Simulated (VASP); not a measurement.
Input of a VASP 6.6.1 run:

File INCAR:

```
ALGO = Normal
EDIFF = 1E-6
ENCUT = 520
GGA = RP
ISIF = 2
ISMEAR = -1
LASPH = T
LCHARG = T
LELF = T
LREAL = F
LVHAR = T
LWAVE = F
NBANDS = 13
NELM = 100
PREC = Accurate
SIGMA = 0.05
```

KPOINTS

```
k-points
0
Gamma
  9 9 9
```

Contents of POSCAR:

```
Pb
1.0
    0.0000000000      2.4750200000      2.4750200000
    2.4750200000      0.0000000000      2.4750200000
    2.4750200000      2.4750200000      0.0000000000
Pb
1
Direct
    0.0000000000      0.0000000000      0.0000000000
```

Potentials or basis: VASP PAW PBE potentials, release 64 (Pb_d).

Command:

```console
$ cat potpaw_PBE.64/Pb_d/POTCAR > POTCAR
$ mpirun -np 1 vasp_std > vasp.out
```

(1) What does it give for the pressure?

(2) Estimate the band gap on the k mesh.

## Answers

(1) 3.8 GPa.

(2) zero (band 7 reaches 14.85 eV, above the bottom of band 8 at 5.87 eV).

Caveat: the PAW data sets were made with another functional, which shifts forces and pressure a little; spin-orbit coupling is left out, which moves the levels of the heavy elements.
